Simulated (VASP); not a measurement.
# TiAl6N8 (a cell with a defect) in VASP: a series of runs, part 2 of 2

VASP 6.6.1. Earlier steps stand in the parts before.

### Step 4. Single point, PBE+D3(BJ)

INCAR reads:

```
PREC = Accurate
ENCUT = 520
EDIFF = 1E-7
ISMEAR = 0
SIGMA = 0.02
LREAL = Auto
LASPH = T
NELM = 100
ALGO = Normal
ISIF = 2
LWAVE = F
LCHARG = F
GGA = PE
IVDW = 12
NELECT = 72.0
NBANDS = 48
```

KPOINTS reads:

```
Automatic mesh
0
Gamma
  2 2 2
```

POSCAR reads:

```
TiAl6N8
1.0
   -3.0810000000     -5.3364490000      0.0000000000
    4.6215000000     -2.6682240000      0.0000000000
    0.0000000000      0.0000000000      5.0310000000
Al N Ti
6 8 1
Direct
    0.5157014586      0.3367863668     -0.0073216060
    0.4966827657      0.6760098672      0.4999041940
    0.2457453941      0.8166313014     -0.0179530908
   -0.0124993096      0.6708113442      0.5111037567
    0.7548208866      0.8424018504     -0.0050826873
    0.7398442098      0.1712379120      0.5141363546
    0.4997451456      0.3510160757      0.3758225005
    0.5018606440      0.6642565497      0.8717398132
    0.2413032705      0.8161452724      0.3706565295
    0.2596466774      0.1615279483      0.9611351620
   -0.0275490001      0.3483500013      0.4030079507
   -0.0046366849      0.6960219353      0.8667509441
    0.7409412147      0.8431076236      0.3721906182
    0.7291384250      0.1544930190      0.8685340887
    0.2204552234      0.1817549590      0.3257855297
```

Potentials or basis: VASP PAW PBE potentials, release 64 (Al, N, Ti_sv).

Command:

```console
$ cat potpaw_PBE.64/Al/POTCAR potpaw_PBE.64/N/POTCAR potpaw_PBE.64/Ti_sv/POTCAR > POTCAR
$ mpirun -np 1 vasp_std > vasp.out
```

OUTCAR:

```text
PREC = Accurate
   ENCUT = 520
   EDIFF = 1E-7
   ISMEAR = 0
   LREAL = Auto
   LASPH = T
   NELM = 100
   ISIF = 2
   GGA = PE
   IVDW = 12
   NELECT = 72.0
 IVDW          = 12

 ion  position               nearest neighbor table
   1  0.516  0.337  0.993-  14 1.75  10 1.84   8 1.85   7 1.93  15 2.61   6 2.91   5 3.02   3 3.05
                             2 3.07   5 3.07   6 3.09   2 3.13   3 3.24
   2  0.497  0.676  0.500-   7 1.84   9 1.86  13 1.86   8 1.87   3 2.97   4 3.03   6 3.04   1 3.07
                             6 3.08   5 3.09   3 3.12   5 3.13   1 3.13   4 3.14
   3  0.246  0.817  0.982-  12 1.77  10 1.85   8 1.86   9 1.96  15 2.61   4 2.96   2 2.97   5 3.03
                             1 3.05   2 3.12   5 3.14   4 3.20   1 3.24
   4  0.988  0.671  0.511-  12 1.79  11 1.81   9 1.88  13 1.91   3 2.96   5 2.97   2 3.03   6 3.07
                             6 3.08   5 3.10  15 3.12   2 3.14   3 3.20
   5  0.755  0.842  0.995-  14 1.79  12 1.80  13 1.90   8 1.93   4 2.97   6 2.99   1 3.02   3 3.03
                             1 3.07   2 3.09   4 3.10   2 3.13   3 3.14   6 3.15
[... 629 lines left out ...]
  Direction    XX          YY          ZZ          XY          YZ          ZX
  --------------------------------------------------------------------------------------
  -------------------------------------------------------------------------------------
  Total      32.29247    31.99589    26.45035    -1.00944     1.56104     2.87523
  in kB     312.74001   309.86775   256.16136    -9.77599    15.11804    27.84551
  external pressure =      292.92 kB  Pullay stress =        0.00 kB

 VOLUME and BASIS-vectors are now :
 -----------------------------------------------------------------------------
  energy-cutoff  :      520.00
  volume of cell :      165.44
      direct lattice vectors                 reciprocal lattice vectors
    -3.081000000 -5.336449000  0.000000000    -0.081142475 -0.140542903  0.000000000
     4.621500000 -2.668224000  0.000000000     0.162284980 -0.093695269  0.000000000
     0.000000000  0.000000000  5.031000000     0.000000000  0.000000000  0.198767641

 POSITION                                       TOTAL-FORCE (eV/Angst)
 -----------------------------------------------------------------------------------
     -0.03242     -3.65064      4.99417         0.066726      0.034360     -0.058189
      1.59390     -4.45427      2.51502        -0.007546     -0.003396      0.000902
      3.01692     -3.49036      4.94068         0.096726      0.059065      0.028211
      0.05767     -7.05962      2.57136        -0.029469      0.034402     -0.045509
      1.56756     -6.27578      5.00543         0.051268      0.031490     -0.040543
     -1.48808     -4.40504      2.58662        -0.073865     -0.034703     -0.072382
      0.08251     -3.60345      1.89076        -0.029404     -0.074613     -0.035022
      1.52363     -4.45054      4.38572         0.068113      0.057817     -0.006633
      3.02836     -3.46536      1.86477        -0.045530      0.030958      0.010265
     -0.05347     -1.81658      4.83547         0.053689      0.044691      0.084216
     -1.38622     -6.11891      2.02753        -0.074655     -0.026450      0.017220
      0.14995     -7.16885      4.36062         0.052704      0.045625     -0.059631
      1.61358     -6.20360      1.87249        -0.027079      0.034431     -0.051230
     -1.53249     -4.30323      4.36960         0.054291      0.104061     -0.103663
      0.16076     -1.66141      1.63903        -0.155969     -0.337741      0.331990
 -----------------------------------------------------------------------------------
    total drift:                                0.010189      0.002674      0.006865

  FREE ENERGIE OF THE ION-ELECTRON SYSTEM (eV)
  ---------------------------------------------------
  free  energy   TOTEN  =      -102.7854628124 eV

  energy  without entropy=     -102.7854628124  energy(sigma->0) =     -102.78546281
```

stdout:

```text
POSCAR found type information on POSCAR AlN Ti
 POSCAR found :  3 types and      15 ions
 scaLAPACK will be used
 LDA part: xc-table for (Slater+PW92), standard interpolation
 POSCAR, INCAR and KPOINTS ok, starting setup
 FFT: planning ... GRIDC
 FFT: planning ... GRID_SOFT
 FFT: planning ... GRID
 WAVECAR not read
 entering main loop
 the old and the new charge density differ
 old charge density:    70.00000 new   72.00000
    0.337E+01
```

Wall time 1.7 min (1 thread of Intel Xeon Platinum 8259CL at 2.50GHz (Skylake/Cascade Lake), shared host); peak memory 0.28 GiB.

Results:

| Item | Value |
| --- | --- |
| Free energy | -102.7855 eV |
| Largest force | 0.499 eV/Å |
| Dispersion energy per atom | -0.258 eV |

Forces in eV/Å, atoms in the order of the input:
```
Al   0.067  0.034 -0.058
Al  -0.008 -0.003  0.001
Al   0.097  0.059  0.028
Al  -0.029  0.034 -0.046
Al   0.051  0.031 -0.041
Al  -0.074 -0.035 -0.072
N   -0.029 -0.075 -0.035
N    0.068  0.058 -0.007
N   -0.046  0.031  0.010
N    0.054  0.045  0.084
N   -0.075 -0.026  0.017
N    0.053  0.046 -0.060
N   -0.027  0.034 -0.051
N    0.054  0.104 -0.104
Ti  -0.156 -0.338  0.332
```

Caveat: the k points lie up to 0.62 Å⁻¹ apart; the cell carries a net charge on a neutralising background, which shifts energy and pressure; the cell is charged against a uniform background, so pressure and absolute levels hang on convention.

### Step 5. Single point, PBE+D3(BJ)

INCAR reads:

```
  PREC = Accurate
  ENCUT = 520
  EDIFF = 1E-7
  ISMEAR = 0
  SIGMA = 0.02
  LREAL = Auto
  LASPH = T
  NELM = 80
  ALGO = Normal
  ISIF = 2
  LWAVE = F
  LCHARG = F
  GGA = PE
  IVDW = 12
  NBANDS = 48
  NELECT = 72.0
```

KPOINTS reads:

```
regular mesh
0
Gamma
  2 2 2
```

POSCAR reads:

```
TiAl6N8
1.0
   -3.0810000000     -5.3364490000      0.0000000000
    4.6215000000     -2.6682240000      0.0000000000
    0.0000000000      0.0000000000      5.0310000000
Al N Ti
6 8 1
Direct
    0.5174549913      0.3296922705      0.0121172729
    0.4964734506      0.6750837826      0.4876887299
    0.2694354874      0.8074150680     -0.0293120652
   -0.0042705209      0.6864811263      0.5164843967
    0.7569315435      0.8355289593     -0.0024370900
    0.7246588862      0.1878005038      0.5299214868
    0.4907895462      0.3521775596      0.3755138144
    0.5176133007      0.6565700702      0.8641456967
    0.2430387742      0.8282175621      0.3582295766
    0.2741746001      0.1583241248      0.9205412443
   -0.0379571578      0.3684126359      0.4214563705
    0.0070553479      0.7040756306      0.8764138342
    0.7492296179      0.8594894412      0.3774834029
    0.7492761839      0.1584727735      0.8927865236
    0.1094960709      0.1485061981      0.2207745975
```

Command:

```console
$ cat potpaw_PBE.64/Al/POTCAR potpaw_PBE.64/N/POTCAR potpaw_PBE.64/Ti_sv/POTCAR > POTCAR
$ mpirun -np 1 vasp_std > vasp.out
```

It took 1.8 min on 1 thread of Intel Xeon Platinum 8259CL at 2.50GHz (Skylake/Cascade Lake), shared host; peak memory 0.28 GiB.

The run converged. Its results:

```yaml
Free_energy: -100.8901 eV
Largest_force: 0.057 eV/Å
Dispersion_energy_per_atom: -0.258 eV
```

Forces on the atoms (eV/Å):
```
Al   0.009  0.004 -0.003
Al   0.008 -0.002  0.003
Al   0.014  0.001  0.011
Al   0.001  0.002 -0.011
Al  -0.007 -0.002  0.003
Al  -0.009 -0.009 -0.002
N   -0.006 -0.007 -0.003
N   -0.004 -0.002  0.006
N   -0.023  0.001  0.010
N   -0.012 -0.039 -0.040
N    0.040 -0.003  0.021
N    0.004  0.003 -0.004
N    0.001  0.009  0.001
N    0.002  0.007 -0.002
Ti  -0.018  0.037  0.009
```

Levels at points of the mesh, in eV from the Fermi level:
| k point | band 33 | band 34 | band 35 | band 36 | band 37 | band 38 | band 39 | band 40 |
| --- | --- | --- | --- | --- | --- | --- | --- | --- |
| (0.00, 0.00, 0.00) | -1.08 | -1.01 | -0.66 | -0.31 | 1.88 | 2.45 | 2.78 | 3.14 |
| (0.50, 0.00, 0.00) | -1.33 | -0.94 | -0.73 | -0.60 | 2.06 | 2.32 | 2.81 | 3.37 |
| (0.00, 0.50, 0.00) | -1.26 | -1.00 | -0.72 | -0.24 | 1.73 | 2.31 | 2.88 | 3.26 |
| (0.50, 0.50, 0.00) | -1.40 | -1.03 | -0.93 | -0.51 | 1.97 | 2.23 | 2.82 | 3.55 |
| (0.00, 0.00, 0.50) | -1.19 | -0.89 | -0.65 | -0.17 | 1.84 | 2.39 | 2.88 | 3.03 |
| (0.50, 0.00, 0.50) | -1.62 | -1.10 | -0.72 | -0.46 | 2.07 | 2.30 | 2.81 | 3.36 |
| (0.00, 0.50, 0.50) | -1.24 | -1.16 | -0.78 | -0.23 | 1.78 | 2.39 | 2.81 | 3.03 |
| (0.50, 0.50, 0.50) | -1.62 | -1.18 | -0.82 | -0.51 | 2.08 | 2.30 | 2.70 | 3.35 |

Caveat: the k points lie up to 0.62 Å⁻¹ apart; the cell carries a net charge on a neutralising background, which shifts energy and pressure; the cell is charged against a uniform background, so pressure and absolute levels hang on convention.

### Step 6. Single point, PBE+D3(BJ)

INCAR reads:

```
  PREC = Accurate
  ENCUT = 520
  EDIFF = 1E-7
  ISMEAR = 0
  SIGMA = 0.02
  LREAL = Auto
  LASPH = True
  NELM = 60
  ALGO = Normal
  ISIF = 2
  LWAVE = False
  LCHARG = False
  GGA = PE
  IVDW = 12
  NELECT = 72.0
  NBANDS = 48
```

KPOINTS reads:

```
Automatic mesh
0
Gamma
  2 2 2
```

POSCAR reads:

```
TiAl6N8
1.0
   -3.0810000000     -5.3364490000      0.0000000000
    4.6215000000     -2.6682240000      0.0000000000
    0.0000000000      0.0000000000      5.0310000000
Al N Ti
6 8 1
Direct
    0.5111811733      0.3290914627      0.0217547207
    0.4930914838      0.6869814695      0.4838739813
    0.2671211449      0.8078825592     -0.0170892467
    0.0029075561      0.6854229537      0.5081546412
    0.7457579756      0.8204287185     -0.0051452991
    0.7363932144      0.1951901966      0.5321254224
    0.5191006535      0.3690877666      0.3784975154
    0.5099527710      0.6547981148      0.8612098986
    0.2402066992      0.8319032436      0.3511892268
    0.2712952674      0.1582864263      0.9215631087
   -0.0180367716      0.3598218559      0.4114945339
    0.0029254670      0.7067219223      0.8736839595
    0.7548531604      0.8659687519      0.3737094017
    0.7523520694      0.1574791141      0.8984543828
    0.0364985462      0.1528778580      0.1397286822
```

Potentials or basis: VASP PAW PBE potentials, release 64 (Al, N, Ti_sv).

Command:

```console
$ cat potpaw_PBE.64/Al/POTCAR potpaw_PBE.64/N/POTCAR potpaw_PBE.64/Ti_sv/POTCAR > POTCAR
$ mpirun -np 1 vasp_std > vasp.out
```

OUTCAR:

```text
PREC = Accurate
   ENCUT = 520
   EDIFF = 1E-7
   ISMEAR = 0
   LREAL = Auto
   LASPH = True
   NELM = 60
   ISIF = 2
   GGA = PE
   IVDW = 12
   NELECT = 72.0
 IVDW          = 12

 ion  position               nearest neighbor table
   1  0.511  0.329  0.022-   7 1.81  10 1.81  14 1.85   8 1.92   6 2.92   3 2.97   5 3.00   6 3.00
                             2 3.01   5 3.08  15 3.13   3 3.17   2 3.31
[... 646 lines left out ...]
  energy-cutoff  :      520.00
  volume of cell :      165.44
      direct lattice vectors                 reciprocal lattice vectors
    -3.081000000 -5.336449000  0.000000000    -0.081142475 -0.140542903  0.000000000
     4.621500000 -2.668224000  0.000000000     0.162284980 -0.093695269  0.000000000
     0.000000000  0.000000000  5.031000000     0.000000000  0.000000000  0.198767641

 POSITION                                       TOTAL-FORCE (eV/Angst)
 -----------------------------------------------------------------------------------
     -0.05405     -3.60598      0.10945         0.004232      0.007134      0.020678
      1.65567     -4.46438      2.43437         0.023673     -0.011715      0.011365
      2.91063     -3.58109      4.94502         0.010321      0.011862      0.040530
      3.15872     -1.84438      2.55653        -0.019921     -0.012407     -0.004361
      1.49393     -6.16879      5.00511        -0.015608      0.026159      0.010034
     -1.36676     -4.45054      2.67712        -0.019936     -0.038763      0.011971
      0.10639     -3.75496      1.90422        -0.010406     -0.081205      0.014502
      1.45499     -4.46848      4.33275         0.000242      0.016133      0.008730
      3.10456     -3.50155      1.76683        -0.002980      0.002395     -0.000231
     -0.10434     -1.87010      4.63638        -0.015052     -0.040062     -0.011227
     -1.36251     -6.20028      2.07023        -0.006407     -0.051246      0.018638
      3.25710     -1.90130      4.39550         0.001551      0.004318     -0.004701
      1.67637     -6.33883      1.88013        -0.002985     -0.010454      0.010155
     -1.59021     -4.43508      4.52012        -0.000239      0.006462      0.009167
      0.59407     -0.60269      0.70298         0.053515      0.171390     -0.135250
 -----------------------------------------------------------------------------------
    total drift:                               -0.003550     -0.016009      0.013416

  FREE ENERGIE OF THE ION-ELECTRON SYSTEM (eV)
  ---------------------------------------------------
  free  energy   TOTEN  =      -101.3781004410 eV

  energy  without entropy=     -101.3781004410  energy(sigma->0) =     -101.37810044
```

OSZICAR:

```text
N       E                     dE             d eps       ncg     rms          rms(c)
DAV:   1     0.563911804154E+03    0.56391E+03   -0.34349E+04   768   0.145E+03
DAV:   2    -0.592173154652E+02   -0.62313E+03   -0.59469E+03   928   0.360E+02
DAV:   3    -0.121197801434E+03   -0.61980E+02   -0.61418E+02  1024   0.119E+02
[... 12 lines left out ...]
DAV:  16    -0.975167712675E+02   -0.13945E-05   -0.56839E-05   944   0.512E-02    0.782E-03
DAV:  17    -0.975167714523E+02   -0.18484E-06   -0.57495E-06  1032   0.135E-02    0.259E-03
DAV:  18    -0.975167716432E+02   -0.19084E-06   -0.99419E-07  1000   0.554E-03    0.209E-03
DAV:  19    -0.975167717877E+02   -0.14450E-06   -0.29052E-07   672   0.360E-03    0.101E-03
DAV:  20    -0.975167718023E+02   -0.14647E-07   -0.76974E-08   560   0.209E-03
   1 F= -.10137810E+03 E0= -.10137810E+03  d E =-.823114E-19
```

stdout:

```text
POSCAR found type information on POSCAR AlN Ti
 POSCAR found :  3 types and      15 ions
 scaLAPACK will be used
 LDA part: xc-table for (Slater+PW92), standard interpolation
 POSCAR, INCAR and KPOINTS ok, starting setup
 FFT: planning ... GRIDC
 FFT: planning ... GRID_SOFT
 FFT: planning ... GRID
 WAVECAR not read
 entering main loop
 the old and the new charge density differ
 old charge density:    70.00000 new   72.00000
    0.327E+01
```

Run time: 1.8 min. Hardware: 1 thread of Intel Xeon Platinum 8259CL at 2.50GHz (Skylake/Cascade Lake), shared host; peak memory 0.28 GiB.

What came out:

```
Free energy                : -101.3781 eV
Largest force              : 0.225 eV/Å
Dispersion energy per atom : -0.257 eV
```

Forces on the atoms (eV/Å):
```
Al   0.004  0.007  0.021
Al   0.024 -0.012  0.011
Al   0.010  0.012  0.041
Al  -0.020 -0.012 -0.004
Al  -0.016  0.026  0.010
Al  -0.020 -0.039  0.012
N   -0.010 -0.081  0.015
N    0.000  0.016  0.009
N   -0.003  0.002  0.000
N   -0.015 -0.040 -0.011
N   -0.006 -0.051  0.019
N    0.002  0.004 -0.005
N   -0.003 -0.010  0.010
N    0.000  0.006  0.009
Ti   0.054  0.171 -0.135
```

Levels at points of the mesh, in eV from the Fermi level:
| k point | band 33 | band 34 | band 35 | band 36 | band 37 | band 38 | band 39 | band 40 |
| --- | --- | --- | --- | --- | --- | --- | --- | --- |
| (0.00, 0.00, 0.00) | -1.25 | -1.08 | -0.92 | -0.21 | 2.06 | 2.35 | 2.68 | 3.15 |
| (0.50, 0.00, 0.00) | -1.17 | -1.06 | -0.96 | -0.81 | 2.14 | 2.51 | 2.80 | 3.70 |
| (0.00, 0.50, 0.00) | -1.46 | -1.29 | -0.77 | -0.19 | 2.18 | 2.30 | 2.88 | 3.55 |
| (0.50, 0.50, 0.00) | -1.55 | -1.29 | -0.84 | -0.52 | 2.18 | 2.60 | 2.84 | 3.62 |
| (0.00, 0.00, 0.50) | -1.37 | -1.02 | -1.00 | -0.15 | 2.12 | 2.40 | 2.73 | 3.82 |
| (0.50, 0.00, 0.50) | -1.61 | -1.25 | -1.10 | -0.56 | 2.21 | 2.49 | 3.06 | 3.69 |
| (0.00, 0.50, 0.50) | -1.68 | -1.30 | -0.92 | -0.12 | 2.12 | 2.32 | 2.75 | 3.10 |
| (0.50, 0.50, 0.50) | -1.76 | -1.20 | -0.88 | -0.74 | 2.21 | 2.58 | 2.87 | 3.44 |

Caveat: the k points lie up to 0.62 Å⁻¹ apart; the cell carries a net charge on a neutralising background, which shifts energy and pressure; the cell is charged against a uniform background, so pressure and absolute levels hang on convention.
